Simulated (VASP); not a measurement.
# SnO in VASP: notebook

The runs below take SnO through single point, with PBE+D3(BJ).

Everything below comes from runs of VASP 6.6.1. Logs are shortened: lines on timing, memory, paths and dates and some standing lists are left out, and cuts for length are marked.

## 1. The cell of the first run

The cell holds a slab with vacuum, 8 atoms: a = 3.820 Å, b = 3.820 Å, c = 22.226 Å, α = 90.00°, β = 90.00°, γ = 90.00°.

## 2. Single point, PBE+D3(BJ)

Input file INCAR:

```
  PREC = Accurate
  ENCUT = 520
  EDIFF = 1E-6
  ISMEAR = 0
  SIGMA = 0.05
  LREAL = F
  LASPH = T
  NELM = 80
  ALGO = Normal
  ISIF = 2
  LWAVE = F
  LCHARG = T
  LDIPOL = T
  IDIPOL = 3
  DIPOL = 0.5 0.5 0.399
  GGA = PE
  IVDW = 12
  LELF = T
  LVHAR = T
  LVACPOTAV = T
  NBANDS = 50
```

Input file KPOINTS:

```
regular mesh
0
Gamma
  7 7 1
```

Input file POSCAR:

```
SnO
1.0
    3.8201630918      0.0000000000      0.0000000000
    0.0000000000      3.8201630918      0.0000000000
    0.0000000000      0.0000000000     22.2260821141
Sn O
4 4
Direct
    0.7500000000      0.2500000000      0.2024648328
    0.2500000000      0.7500000000      0.3087832134
    0.2500000000      1.0000000000      0.4887519537
   -0.2500000000      1.5000000000      0.5950703343
    0.2500000000      0.2500000000      0.2556240231
    0.7500000000      0.7500000000      0.2556240231
   -0.2500000000      1.0000000000      0.5419111440
    0.2500000000      1.5000000000      0.5419111440
```

Potentials or basis: VASP PAW PBE potentials, release 64 (Sn_d, O).

Command:

```sh
$ cat potpaw_PBE.64/Sn_d/POTCAR potpaw_PBE.64/O/POTCAR > POTCAR
$ mpirun -np 1 vasp_std > vasp.out
```

OUTCAR:

```text
PREC = Accurate
   ENCUT = 520
   EDIFF = 1E-6
   ISMEAR = 0
   LREAL = F
   LASPH = T
   NELM = 80
   ISIF = 2
   GGA = PE
   IVDW = 12
 IVDW          = 12

 ion  position               nearest neighbor table
   1  0.750  0.250  0.202-   5 2.25   6 2.25   6 2.25   5 2.25   2 3.59   2 3.59   2 3.59   2 3.59

   2  0.250  0.750  0.309-   5 2.25   6 2.25   5 2.25   6 2.25   1 3.59   1 3.59   1 3.59   1 3.59

   3  0.250  0.000  0.489-   7 2.25   8 2.25   8 2.25   7 2.25   4 3.59   4 3.59   4 3.59   4 3.59

   4  0.750  0.500  0.595-   7 2.25   8 2.25   7 2.25   8 2.25   3 3.59   3 3.59   3 3.59   3 3.59

   5  0.250  0.250  0.256-   1 2.25   2 2.25   2 2.25   1 2.25
   6  0.750  0.750  0.256-   1 2.25   2 2.25   1 2.25   2 2.25
   7  0.750  0.000  0.542-   3 2.25   3 2.25   4 2.25   4 2.25
   8  0.250  0.500  0.542-   3 2.25   3 2.25   4 2.25   4 2.25

  LATTYP: Found a simple tetragonal cell.
 ALAT       =     3.8201630918
 C/A-ratio  =     5.8180977042

  Lattice vectors:

 A1 = (   3.8201630918,   0.0000000000,   0.0000000000)
 A2 = (   0.0000000000,   3.8201630918,   0.0000000000)
 A3 = (   0.0000000000,   0.0000000000,  22.2260821141)

Analysis of symmetry for initial positions (statically):
=====================================================================
 Subroutine PRICEL returns:
 Original cell was already a primitive cell.

 Routine SETGRP: Setting up the symmetry group for a
 simple tetragonal supercell.

 Subroutine GETGRP returns: Found  4 space group operations
 (whereof  1 operations were pure point group operations)
 out of a pool of 16 trial point group operations.

The static configuration has the point symmetry C_1 .
 The point group associated with its full space group is C_2h.

Analysis of symmetry for dynamics (positions and initial velocities):
=====================================================================
 Subroutine PRICEL returns:
 Original cell was already a primitive cell.

 Routine SETGRP: Setting up the symmetry group for a
 simple tetragonal supercell.

 Subroutine GETGRP returns: Found  4 space group operations
 (whereof  1 operations were pure point group operations)
 out of a pool of 16 trial point group operations.

The dynamic configuration has the point symmetry C_1 .
 The point group associated with its full space group is C_2h.

 Subroutine INISYM returns: Found  4 space group operations
 (whereof  1 operations are pure point group operations),
[... 107 lines left out ...]
   POTIM  = 0.5000    time-step for ionic-motion
   TEBEG  =    0.0;   TEEND  =   0.0 temperature during run
   PSTRESS=    0.0 pullay stress
   NELECT =      80.0000    total number of electrons
   NUPDOWN=      -1.0000    fix difference up-down
   EMIN   =  10.00;   EMAX   =-10.00  energy-range for DOS
   EFERMI =   0.00;   METHOD = LEGACY
   ISMEAR =     0;   SIGMA  =   0.05  broadening in eV -4-tet -1-fermi 0-gaus
   EFERMI_NEDOS =   21; number of points for ismear=-14 and -15
   IALGO  =     38    algorithm
   IMIX   =      4    mixing-type and parameters
     AMIX     =   0.40;   BMIX     =  1.00
     AMIX_MAG =   1.60;   BMIX_MAG =  1.00
  volume/ion in A,a.u.               =      40.54       273.61
  Fermi-wavevector in a.u.,A,eV,Ry     =   1.026666  1.940118 14.341131  1.054043
  Thomas-Fermi vector in A             =   2.160571
   LORBIT       =      0    0 simple, 1 ext, 2 COOP (PROOUT), +10 PAW based schemes
   GGA     = PE    functional components
   LHFCALC =     F    Hartree Fock is set to
   AEXX    =    0.0000 exact exchange contribution
   IVDW    =    12    specifies the selected vdW correction
   LEPSILON=     F    determine dielectric tensor
   LRPA    =     F    only Hartree local field effects (RPA)
 non-spin polarized calculation
 Gauss-broadening in eV      SIGMA  =   0.05
  energy-cutoff  :      520.00
  volume of cell :      324.36
 maximum number of plane-waves:      8769
   NGX = 15   NGY = 15   NGZ = 83

 dipolmoment           0.000000      0.000000     -0.000000 electrons x Angstroem

 number of electron      79.9999971 magnetization

 dipolmoment           0.000000      0.000000      0.000000 electrons x Angstroem

 Free energy of the ion-electron system (eV)
  ---------------------------------------------------
  ext. energy  EPLUGINS =         0.00000000
  ---------------------------------------------------
  free energy    TOTEN  =       -45.12339584 eV

  energy without entropy =      -45.12339584  energy(sigma->0) =      -45.12339584

 E-fermi :   0.1768     XC(G=0):  -5.2909

 val. band max:       -0.1243809634   @ k =   0.1429   0.1429   0.0000
 cond. band min:       2.1463417740   @ k =   0.4286   0.0000   0.0000
 fundamental gap:      2.2707227374
 Fermi energy:         0.1767909788

 k-point     1 :       0.0000    0.0000    0.0000
  band No.  band energies     occupation
      1     -21.0442      2.00000
      2     -21.0442      2.00000
      3     -20.6837      2.00000
      4     -20.6837      2.00000
      5     -20.6473      2.00000
      6     -20.6464      2.00000
[... 837 lines left out ...]
     49       6.0704      0.00000
     50       6.2297      0.00000

------------------------ aborting loop because EDIFF is reached ----------------------------------------

 Edisp (eV)   -1.25435

 E8    (eV) :    -0.5545

  FORCE on cell =-STRESS in cart. coord.  units (eV):
  Direction    XX          YY          ZZ          XY          YZ          ZX
  --------------------------------------------------------------------------------------
  -------------------------------------------------------------------------------------
  Total       0.26466     0.34229     0.42781     0.00000     0.41640     0.00000
  in kB       1.30730     1.69072     2.11319     0.00000     2.05683     0.00000
  external pressure =        1.70 kB  Pullay stress =        0.00 kB

 VOLUME and BASIS-vectors are now :
 -----------------------------------------------------------------------------
  energy-cutoff  :      520.00
  volume of cell :      324.36
      direct lattice vectors                 reciprocal lattice vectors
     3.820163092  0.000000000  0.000000000     0.261768929  0.000000000  0.000000000
     0.000000000  3.820163092  0.000000000     0.000000000  0.261768929  0.000000000
     0.000000000  0.000000000 22.226082114     0.000000000  0.000000000  0.044992185

 POSITION                                       TOTAL-FORCE (eV/Angst)
 -----------------------------------------------------------------------------------
      2.86512      0.95504      4.50000         0.000000     -0.007797     -0.081071
      0.95504      2.86512      6.86304         0.000000     -0.049916      0.027828
      0.95504      0.00000     10.86304         0.000000      0.049916     -0.027828
      2.86512      1.91008     13.22608         0.000000      0.007797      0.081071
      0.95504      0.95504      5.68152         0.000000     -0.038962      0.000540
      2.86512      2.86512      5.68152         0.000000      0.015597      0.001796
      2.86512      0.00000     12.04456         0.000000     -0.015597     -0.001796
      0.95504      1.91008     12.04456         0.000000      0.038962     -0.000540
 -----------------------------------------------------------------------------------
    total drift:                                0.000000      0.000000      0.000003

  FREE ENERGIE OF THE ION-ELECTRON SYSTEM (eV)
  ---------------------------------------------------
  free  energy   TOTEN  =       -46.3777446855 eV

  energy  without entropy=      -46.3777446855  energy(sigma->0) =      -46.37774469

 vacuum level on the upper side and lower side of the slab         4.940         4.940
```

stdout:

```text
POSCAR found type information on POSCAR SnO
 POSCAR found :  2 types and       8 ions
 scaLAPACK will be used
 LDA part: xc-table for (Slater+PW92), standard interpolation
 POSCAR, INCAR and KPOINTS ok, starting setup
 FFT: planning ... GRIDC
 FFT: planning ... GRID_SOFT
 FFT: planning ... GRID
 WAVECAR not read
 entering main loop
 -----------------------------------------------------------------------------
|                                                                             |
|           W    W    AA    RRRRR   N    N  II  N    N   GGGG   !!!           |
|           W    W   A  A   R    R  NN   N  II  NN   N  G    G  !!!           |
|           W    W  A    A  R    R  N N  N  II  N N  N  G       !!!           |
|           W WW W  AAAAAA  RRRRR   N  N N  II  N  N N  G  GGG   !            |
|           WW  WW  A    A  R   R   N   NN  II  N   NN  G    G                |
|           W    W  A    A  R    R  N    N  II  N    N   GGGG   !!!           |
|                                                                             |
|     Did not find any points to average over, which means that no vacuum     |
|     field-free region was found. Please increase the size of  your cell     |
|     in the dimension of the dipole correction to obtain accurate            |
|     workfunction values.                                                    |
|                                                                             |
 -----------------------------------------------------------------------------
```

Run time: 7.5 min. Hardware: 1 thread of Intel Xeon 6975P-C, shared host; peak memory 0.46 GiB.

Results:

```yaml
Free_energy: -46.3777 eV
Largest_force: 0.081 eV/Å
Band_gap_on_the_k_mesh: 2.27 eV, indirect (least direct gap 2.51 eV)
Dispersion_energy_per_atom: -0.157 eV
```

Forces in eV/Å, atoms in the order of the input:
```
Sn   0.000 -0.008 -0.081
Sn   0.000 -0.050  0.028
Sn   0.000  0.050 -0.028
Sn   0.000  0.008  0.081
O    0.000 -0.039  0.001
O    0.000  0.016  0.002
O    0.000 -0.016 -0.002
O    0.000  0.039 -0.001
```

Caveat: spin-orbit coupling is left out, which moves the levels of the heavy elements.

## 3. Single point, PBE+D3(BJ)

Input file INCAR:

```
SYSTEM = SnO
PREC = Accurate ; ENCUT = 520
EDIFF = 1E-6 ; ISMEAR = 0
SIGMA = 0.05 ; LREAL = .FALSE.
LASPH = .TRUE. ; NELM = 80
ALGO = Normal ; ISIF = 2
LWAVE = .FALSE. ; LCHARG = .TRUE.
LDIPOL = .TRUE. ; IDIPOL = 3
DIPOL = 0.5 0.5 0.399 ; GGA = PE
IVDW = 12 ; LELF = .TRUE.
LVHAR = .TRUE. ; LVACPOTAV = .TRUE.
NBANDS = 50
```

Input file KPOINTS:

```
Automatic mesh
0
G
  7 7 1
  0 0 0
```

Input file POSCAR:

```
SnO
1.0
    3.8201630918      0.0000000000      0.0000000000
    0.0000000000      3.8201630918      0.0000000000
    0.0000000000      0.0000000000     22.2260821141
Sn O
4 4
Direct
    0.7500000000      0.2500000000      0.2024648328
    0.2500000000      0.7500000000      0.3087832134
    0.2500000000      1.1250000000      0.4887519537
   -0.2500000000      1.6250000000      0.5950703343
    0.2500000000      0.2500000000      0.2556240231
    0.7500000000      0.7500000000      0.2556240231
   -0.2500000000      1.1250000000      0.5419111440
    0.2500000000      1.6250000000      0.5419111440
```

Potentials or basis: VASP PAW PBE potentials, release 64 (Sn_d, O).

Command:

```sh
$ cat potpaw_PBE.64/Sn_d/POTCAR potpaw_PBE.64/O/POTCAR > POTCAR
$ mpirun -np 1 vasp_std > vasp.out
```

Run time: 7.6 min. Hardware: 1 thread of Intel Xeon 6975P-C, shared host; peak memory 0.46 GiB.

The run converged. Its results:

| Item | Value |
| --- | --- |
| Free energy | -46.4113 eV |
| Largest force | 0.102 eV/Å |
| Band gap on the k mesh | 2.31 eV, indirect (least direct gap 2.52 eV) |
| Dispersion energy per atom | -0.157 eV |

Forces on the atoms (eV/Å):
```
Sn   0.000 -0.005 -0.079
Sn   0.000 -0.033  0.097
Sn   0.000  0.033 -0.097
Sn   0.000  0.005  0.079
O    0.000 -0.026  0.006
O    0.000  0.010  0.008
O    0.000 -0.010 -0.008
O    0.000  0.026 -0.006
```

Levels at points of the mesh, in eV from the valence-band top:
```
           k point  band 38  band 39  band 40  band 41  band 42  band 43
(0.00, 0.00, 0.00)    -2.00    -0.70    -0.03     2.49     2.81     2.81
```

Caveat: spin-orbit coupling is left out, which moves the levels of the heavy elements.

## 4. Single point, PBE+D3(BJ)

Input file INCAR:

```
SYSTEM = SnO
PREC = Accurate
ENCUT = 520
EDIFF = 1E-7
ISMEAR = 0
SIGMA = 0.05
LREAL = .FALSE.
LASPH = .TRUE.
NELM = 80
ALGO = Normal
ISIF = 2
LWAVE = .FALSE.
LCHARG = .TRUE.
LDIPOL = .TRUE.
IDIPOL = 3
DIPOL = 0.5 0.5 0.399
GGA = PE
IVDW = 12
LELF = .TRUE.
LVHAR = .TRUE.
LVACPOTAV = .TRUE.
NBANDS = 50
```

KPOINTS is that of step 3.

Input file POSCAR:

```
SnO
1.0
    3.8201630918      0.0000000000      0.0000000000
    0.0000000000      3.8201630918      0.0000000000
    0.0000000000      0.0000000000     22.2260821141
Sn O
4 4
Direct
    0.7500000000      0.2500000000      0.2024648328
    0.2500000000      0.7500000000      0.3087832134
    0.2500000000      0.8750000000      0.4887519537
   -0.2500000000      1.3750000000      0.5950703343
    0.2500000000      0.2500000000      0.2556240231
    0.7500000000      0.7500000000      0.2556240231
   -0.2500000000      0.8750000000      0.5419111440
    0.2500000000      1.3750000000      0.5419111440
```

Potentials or basis: VASP PAW PBE potentials, release 64 (Sn_d, O).

Command:

```sh
$ cat potpaw_PBE.64/Sn_d/POTCAR potpaw_PBE.64/O/POTCAR > POTCAR
$ mpirun -np 1 vasp_std > vasp.out
```

OUTCAR:

```text
SYSTEM = SnO
   PREC = Accurate
   ENCUT = 520
   EDIFF = 1E-7
   ISMEAR = 0
   LREAL = .FALSE.
   LASPH = .TRUE.
   NELM = 80
   ISIF = 2
   GGA = PE
   IVDW = 12
 IVDW          = 12

 ion  position               nearest neighbor table
   1  0.750  0.250  0.202-   5 2.25   6 2.25   6 2.25   5 2.25   2 3.59   2 3.59   2 3.59   2 3.59

   2  0.250  0.750  0.309-   5 2.25   6 2.25   5 2.25   6 2.25   1 3.59   1 3.59   1 3.59   1 3.59

   3  0.250  0.875  0.489-   7 2.25   8 2.25   8 2.25   7 2.25   4 3.59   4 3.59   4 3.59   4 3.59

   4  0.750  0.375  0.595-   7 2.25   8 2.25   7 2.25   8 2.25   3 3.59   3 3.59   3 3.59   3 3.59

   5  0.250  0.250  0.256-   1 2.25   2 2.25   2 2.25   1 2.25
   6  0.750  0.750  0.256-   1 2.25   2 2.25   1 2.25   2 2.25
   7  0.750  0.875  0.542-   3 2.25   3 2.25   4 2.25   4 2.25
   8  0.250  0.375  0.542-   3 2.25   3 2.25   4 2.25   4 2.25

  LATTYP: Found a simple tetragonal cell.
 ALAT       =     3.8201630918
 C/A-ratio  =     5.8180977042

  Lattice vectors:

[... 192 lines left out ...]
 Fermi energy:         0.1867910094

 k-point     1 :       0.0000    0.0000    0.0000
  band No.  band energies     occupation
      1     -21.0363      2.00000
      2     -21.0362      2.00000
      3     -20.6759      2.00000
      4     -20.6757      2.00000
      5     -20.6401      2.00000
      6     -20.6397      2.00000
[... 837 lines left out ...]
     49       5.8882      0.00000
     50       6.0726      0.00000

------------------------ aborting loop because EDIFF is reached ----------------------------------------

 Edisp (eV)   -1.25363

 E8    (eV) :    -0.5539

  FORCE on cell =-STRESS in cart. coord.  units (eV):
  Direction    XX          YY          ZZ          XY          YZ          ZX
  --------------------------------------------------------------------------------------
  -------------------------------------------------------------------------------------
  Total       0.32618     0.35239     0.84108     0.00000     0.31729     0.00000
  in kB       1.61116     1.74064     4.15453     0.00000     1.56725     0.00000
  external pressure =        2.50 kB  Pullay stress =        0.00 kB

 VOLUME and BASIS-vectors are now :
 -----------------------------------------------------------------------------
  energy-cutoff  :      520.00
  volume of cell :      324.36
      direct lattice vectors                 reciprocal lattice vectors
     3.820163092  0.000000000  0.000000000     0.261768929  0.000000000  0.000000000
     0.000000000  3.820163092  0.000000000     0.000000000  0.261768929  0.000000000
     0.000000000  0.000000000 22.226082114     0.000000000  0.000000000  0.044992185

 POSITION                                       TOTAL-FORCE (eV/Angst)
 -----------------------------------------------------------------------------------
      2.86512      0.95504      4.50000         0.000000     -0.005910     -0.083006
      0.95504      2.86512      6.86304         0.000000     -0.038263     -0.049951
      0.95504      3.34264     10.86304         0.000000      0.038263      0.049951
      2.86512      1.43256     13.22608         0.000000      0.005910      0.083006
      0.95504      0.95504      5.68152         0.000000     -0.029525     -0.005786
      2.86512      2.86512      5.68152         0.000000      0.011809     -0.005298
      2.86512      3.34264     12.04456         0.000000     -0.011809      0.005298
      0.95504      1.43256     12.04456         0.000000      0.029525      0.005786
 -----------------------------------------------------------------------------------
    total drift:                                0.000000      0.000000      0.000001

  FREE ENERGIE OF THE ION-ELECTRON SYSTEM (eV)
  ---------------------------------------------------
  free  energy   TOTEN  =       -46.3415070248 eV

  energy  without entropy=      -46.3415070248  energy(sigma->0) =      -46.34150702

 vacuum level on the upper side and lower side of the slab         4.949         4.949
```

Wall time 4.5 min (1 thread of Intel Xeon Platinum 8488C (Sapphire Rapids), shared host); peak memory 0.43 GiB.

Results:

```
Free energy                : -46.3415 eV
Largest force              : 0.083 eV/Å
Band gap on the k mesh     : 2.23 eV, indirect (least direct gap 2.47 eV)
Dispersion energy per atom : -0.157 eV
```

Forces on the atoms (eV/Å):
```
Sn   0.000 -0.006 -0.083
Sn   0.000 -0.038 -0.050
Sn   0.000  0.038  0.050
Sn   0.000  0.006  0.083
O    0.000 -0.030 -0.006
O    0.000  0.012 -0.005
O    0.000 -0.012  0.005
O    0.000  0.030  0.006
```

Caveat: spin-orbit coupling is left out, which moves the levels of the heavy elements.
